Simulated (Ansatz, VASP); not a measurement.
**Two plane-wave programs on Cu**

```
Cu
1.0
     0.00000    1.75327    1.80750
     1.75327    0.00000    1.80750
     1.75327    1.75327    0.00000
Cu
1
Direct
  0.00000 0.00000 0.00000
```

Change from the starting cell: strain -0.030 along x and y, +0.000 along z, atoms carried along.

Alike in both runs: task single point; functional PBEsol; k mesh 22 × 22 × 22; occupations gaussian, width 0.15 eV; no spin polarisation.

|  | VASP | Ansatz |
| --- | --- | --- |
| version | VASP 6.6.1 | Ansatz 0.2.0 |
| potentials or method | VASP PAW PBE potentials, release 64 (Cu), cutoff 520 eV | scalar-relativistic, plane waves, PAW |
| valence electrons in the cell | 11 | 19 |

Ansatz gave:

| Item | Value |
| --- | --- |
| gap on the k mesh at the Fermi level (eV) | none |
| pressure (GPa) | 3.2 |
| traceless stress, the component that is largest in VASP (GPa) | -1.50 |

What did VASP give for the same quantities?

gap on the k mesh at the Fermi level (eV): none; pressure (GPa): 3.8; traceless stress, the component that is largest in VASP (GPa): -1.52.

VASP's potentials were made for PBE, not for PBEsol. A gap of «none» marks a metal or a gap that the smearing closes. With one functional, cell and mesh, what is left measures potentials, basis and numerics. VASP's potentials hold 11 valence electrons a cell and Ansatz's 19, so a difference there can come from the potentials and not from the codes.
